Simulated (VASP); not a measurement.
Wanted: the native input for a VASP 6.6.1 run.

```yaml
Task: single point
Functional: LDA
Potentials_or_basis: VASP PAW LDA potentials, release 64 (Zn, K_sv, F)
Cutoff: 520 eV
k_mesh: 7 × 7 × 7
Occupations: fermi-dirac, width 0.05 eV
Spin: no spin polarisation
Dipole_correction: no
Further_INCAR_settings: ALGO = Normal; EDIFF = 1e-06; NBANDS = 29
```

The structure of KZnF3 lies in POSCAR:

```
KZnF3
1.0
    4.1294319308      0.0000000000      0.0000000000
    0.0000000000      4.1294319308      0.0000000000
    0.0000000000      0.0000000000      4.1294319308
Zn K F
1 1 3
Direct
    0.5000000000      0.5000000000      0.5000000000
    0.0000000000      0.0000000000      0.0000000000
    0.5000000000      0.0000000000      0.5000000000
    0.0000000000      0.5000000000      0.5000000000
    0.5000000000      0.5000000000      0.0000000000
```

One way to write it, as run:

INCAR

```
SYSTEM = KZnF3
ALGO = Normal
EDIFF = 1E-6
ENCUT = 520
ISIF = 2
ISMEAR = -1
LASPH = .TRUE.
LCHARG = .FALSE.
LREAL = .FALSE.
LWAVE = .FALSE.
NBANDS = 29
NELM = 100
PREC = Accurate
SIGMA = 0.05
```

KPOINTS

```
k-points
0
G
  7 7 7
  0 0 0
```

Potentials or basis: VASP PAW LDA potentials, release 64 (Zn, K_sv, F).

Launch:

```console
$ cat potpaw_LDA.64/Zn/POTCAR potpaw_LDA.64/K_sv/POTCAR potpaw_LDA.64/F/POTCAR > POTCAR
$ mpirun -np 1 vasp_std > vasp.out
```

It gave:

```yaml
Pressure: -8.1 GPa
Band_gap_on_the_k_mesh: 3.55 eV, indirect (least direct gap 4.92 eV)
```

Run time: 14 s on 1 thread of Intel(R) Xeon(R) 6975P-C (Granite Rapids), on a shared host, peak memory 0.17 GiB.
